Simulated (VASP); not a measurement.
# HfN: single point with PBEsol+D3(BJ)

HfN:

```
Hf N
1.0
     0.00000    2.45482    2.45482
     2.45482    0.00000    2.45482
     2.45482    2.45482    0.00000
Hf N
1 1
Direct
  0.00000 0.00000 0.00000
  0.75000 0.75000 0.75000
```

```yaml
Program: VASP 6.6.1
Task: single point
Functional: PBEsol
Dispersion: D3(BJ)
Potentials_or_basis: VASP PAW PBE potentials, release 64 (Hf_pv, N)
Cutoff: 520 eV
k_mesh: 11 × 11 × 11
Occupations: fermi-dirac, width 0.05 eV
Spin: no spin polarisation
```

```json
{"Pressure": "-9.2 GPa", "Dispersion energy per atom": "-0.301 eV"}
```

Levels at points of the mesh, in eV from the Fermi level:
```tsv
k point	band 4	band 5	band 6	band 7	band 8	band 9	band 10	band 11
(0.00, 0.00, 0.00)	-16.06	-5.42	-5.42	-5.42	-0.69	2.24	2.24	6.62
```

Run time: 48 s on 1 thread of Intel Xeon 8259CL, with other jobs on the host, peak memory 0.18 GiB.

Caveat: the PAW data sets were made with another functional, which shifts forces and pressure a little; spin-orbit coupling is left out, which moves the levels of the heavy elements; pairwise dispersion overbinds metals, which lowers pressure and volume.
